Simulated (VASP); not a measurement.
A run of VASP 6.6.1 is set up as follows.

POSCAR

```
MoS2
1.0
    3.2811554481      0.0000000000      0.0000000000
   -1.6405772157      2.8415632807      0.0000000000
    0.0000000000      0.0000000000      6.2385655817
Mo S
1 2
Direct
    0.0000000000      0.0000000000      0.5000000000
    0.3333333333      0.6666666667      0.2593184763
    0.6666666667      0.3333333333      0.7406815237
```

File INCAR.step1:

```
SYSTEM = MoS2
ALGO = Normal
EDIFF = 1E-4
ENCUT = 520
GGA = PE
ISMEAR = 0
LASPH = .True.
LCHARG = .False.
LREAL = .False.
LWAVE = .True.
NBANDS = 20
NELM = 100
PREC = Accurate
SIGMA = 0.1
```

The input INCAR.step2:

```
SYSTEM = MoS2
ALGO = Normal
EDIFF = 1E-7
ENCUT = 520
ISIF = 2
ISMEAR = 0
ISTART = 1
LASPH = .True.
LCHARG = .False.
LMIXTAU = .True.
LREAL = .False.
LWAVE = .False.
METAGGA = R2SCAN
NBANDS = 20
NELM = 100
PREC = Accurate
SIGMA = 0.1
```

Contents of KPOINTS:

```
k-points
0
Gamma
  4 4 2
  0 0 0
```

Potentials or basis: VASP PAW PBE potentials, release 64 (Mo_sv, S).

Run with:

```bash
$ cat potpaw_PBE.64/Mo_sv/POTCAR potpaw_PBE.64/S/POTCAR > POTCAR
$ cp INCAR.step1 INCAR
$ mpirun -np 1 vasp_std > vasp.out
$ cp INCAR.step2 INCAR
$ mpirun -np 1 vasp_std > vasp.out
```

Task: Predict the largest force.

Result: 0.078 eV/Å.

Task: Predict the band gap on the k mesh.

Result: Zero (band 13 reaches 6.50 eV, above the bottom of band 14 at 5.92 eV).

Forces on the atoms (eV/Å):
```
Mo   0.000  0.000  0.000
S    0.000  0.000 -0.078
S    0.000  0.000  0.078
```

Caveat: the k points lie up to 0.55 Å⁻¹ apart; the PAW data sets were made with another functional, which shifts forces and pressure a little.
